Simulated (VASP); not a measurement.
Wanted: the native input for a VASP 6.6.1 run.

```
Task                   : single point
Functional             : PBE
Potentials or basis    : VASP PAW PBE potentials, release 64 (Ti_sv, H)
Cutoff                 : 520 eV
k mesh                 : 6 × 6 × 1
Occupations            : gaussian, width 0.1 eV
Spin                   : no spin polarisation
Dipole correction      : yes
Further INCAR settings : ALGO = Normal; EDIFF = 1e-06; NBANDS = 47
```

The structure of Ti3H lies in POSCAR:

```
Ti3H
1.0
    4.6037402164      0.0000000000      0.0000000000
   -2.3018701082      3.9869559799      0.0000000000
    0.0000000000      0.0000000000     22.4968206792
Ti H
6 2
Direct
    0.6666666667      0.3333333333      0.1778029019
    0.3333333333      0.6666666667      0.2195747837
    0.0000000000      0.0000000000      0.2613466656
    0.6666666667      0.3333333333      0.2980472718
    0.3333333333      0.6666666667      0.3304570052
    0.0000000000      0.0000000000      0.3776898434
    0.4001898503      1.0000000000      0.4545895985
    0.5998101497      1.0000000000      0.4545895985
```

The input as run:

INCAR

```
SYSTEM = Ti3H
  ALGO = Normal
  DIPOL = 0.5 0.5 0.322
  EDIFF = 1E-6
  ENCUT = 520
  GGA = PE
  IDIPOL = 3
  ISIF = 2
  ISMEAR = 0
  LASPH = .True.
  LCHARG = .False.
  LDIPOL = .True.
  LREAL = .False.
  LWAVE = .False.
  NBANDS = 47
  NELM = 100
  PREC = Accurate
  SIGMA = 0.1
```

KPOINTS

```
k-points
0
Gamma
  6 6 1
  0 0 0
```

Potentials or basis: VASP PAW PBE potentials, release 64 (Ti_sv, H).

The run is started by

```bash
$ cat potpaw_PBE.64/Ti_sv/POTCAR potpaw_PBE.64/H/POTCAR > POTCAR
$ mpirun -np 1 vasp_std > vasp.out
```

It gave:

- Largest force: 2.633 eV/Å
- Band gap on the k mesh: zero (bands 37 and 38 overlap by 0.27 eV)

Run time: 6.7 min on 1 thread of Intel(R) Xeon(R) 6975P-C (Granite Rapids), with other jobs on the host, peak memory 0.55 GiB.
